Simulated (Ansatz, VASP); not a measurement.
**Two plane-wave programs on B3N2**

File INCAR:

```
SYSTEM = B3N2
  ALGO = Normal
  EDIFF = 1E-7
  EDIFFG = -0.04
  ENCUT = 600
  GGA = PE
  IBRION = 2
  ISIF = 3
  ISMEAR = 0
  LASPH = .TRUE.
  LCHARG = .FALSE.
  LREAL = .FALSE.
  LWAVE = .FALSE.
  NELM = 100
  NSW = 90
  PREC = Accurate
  SIGMA = 0.1
```

Contents of KPOINTS:

```
k-points
0
G
  6 6 4
  0 0 0
```

The input POSCAR:

```
B3N2
1.0
    3.3830690800      0.0000000000      0.0000000000
   -1.6915345400      2.9298237700      0.0000000000
    0.0000000000      0.0000000000      4.1542862400
B N
3 2
Direct
    0.0000000000      0.0000000000      0.7454000100
    0.0000000000      0.0000000000      0.2545999900
    0.6666666700      0.3333333300      0.0000000000
    0.6666666700      0.3333333300      0.5000000000
    0.3333333300      0.6666666700      0.0000000000
```

Input for Ansatz:

```yaml
crystal:
  lattice:
    - [3.38306908, 0.0, 0.0]
    - [-1.69153454, 2.92982377, 0.0]
    - [0.0, 0.0, 4.15428624]
  atoms:
    - { symbol: B, position: [0.0, 0.0, 0.74540001] }
    - { symbol: B, position: [0.0, 0.0, 0.25459999] }
    - { symbol: B, position: [0.66666667, 0.33333333, 0.0] }
    - { symbol: "N", position: [0.66666667, 0.33333333, 0.5] }
    - { symbol: "N", position: [0.33333333, 0.66666667, 0.0] }
basis:
  ecutwfc: 420
kpoints:
  mp_grid: { grid: [6, 6, 4] }
hamiltonian:
  xc: pbe
scf:
  occupations: { method: gaussian, width: 0.1 }
  lower_state_search: "off"
output:
  forces: true
  stress: true
  eigenvalues: true
relax:
  adjacent_minimum: "off"
  f_tol: 0.04
  max_steps: 70
  cell: { stress_tol: 0.4 }
```

Change from the starting cell: species swapped into the Fe3Ge2 type (P-6m2, No. 187).

Alike in both runs: task relaxation of cell and atoms; functional PBE; k mesh 6 × 6 × 4; occupations gaussian, width 0.1 eV; no spin polarisation.

|  | VASP | Ansatz |
| --- | --- | --- |
| version | VASP 6.6.1 | Ansatz 0.2.0 |
| potentials or method | VASP PAW PBE potentials, release 64 (B, N), cutoff 600 eV | scalar-relativistic, plane waves, PAW |
| valence electrons in the cell | 19 | 19 |

Ansatz gave:

```
gap on the k mesh at the Fermi level, each at its own relaxed structure (eV) : none
relaxed volume (Å³/atom)                                                     : 8.35
relaxed length of the cell vector where the two differ most in proportion (Å)              : 4.031
```

Task: What did VASP give for the same quantities?

Result: gap on the k mesh at the Fermi level, each at its own relaxed structure (eV): none; relaxed volume (Å³/atom): 8.27; relaxed length of the cell vector where the two differ most in proportion (Å): 4.010.

A gap of «none» marks a metal or a gap that the smearing closes.

The k mesh is coarse, so the values compare programs but aren't converged.
